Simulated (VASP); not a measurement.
Input of a VASP 6.6.1 run:

File INCAR:

```
PREC = Accurate ; ENCUT = 520
EDIFF = 1E-6 ; ISMEAR = 0
SIGMA = 0.1 ; LREAL = F
LASPH = T ; NELM = 60
ALGO = Normal ; ISIF = 2
LWAVE = F ; LCHARG = F
GGA = PE ; NBANDS = 24
```

KPOINTS

```
regular mesh
0
Gamma
  6 6 6
```

File POSCAR:

```
LiF
1.0
    4.8957145933      0.0000000000      0.0000000000
   -2.4478572967      4.2398132075      0.0000000000
    0.0000000000      0.0000000000      2.9208838844
Li F
3 3
Direct
    0.6223143862      0.6223143862      0.0000000000
    0.3776856138      0.0000000000      0.3333333333
    0.0000000000      0.3776856138      0.6666666667
    0.0000000000      0.6333097170      0.1666666667
    0.3666902830      0.3666902830      0.5000000000
    0.6333097170      0.0000000000      0.8333333333
```

Potentials or basis: VASP PAW PBE potentials, release 64 (Li_sv, F).

Command:

```bash
$ cat potpaw_PBE.64/Li_sv/POTCAR potpaw_PBE.64/F/POTCAR > POTCAR
$ mpirun -np 1 vasp_std > vasp.out
```

(1) Predict the largest force.

(2) Estimate the band gap on the k mesh.

## Answers

(1) 0.011 eV/Å.

(2) 7.56 eV.
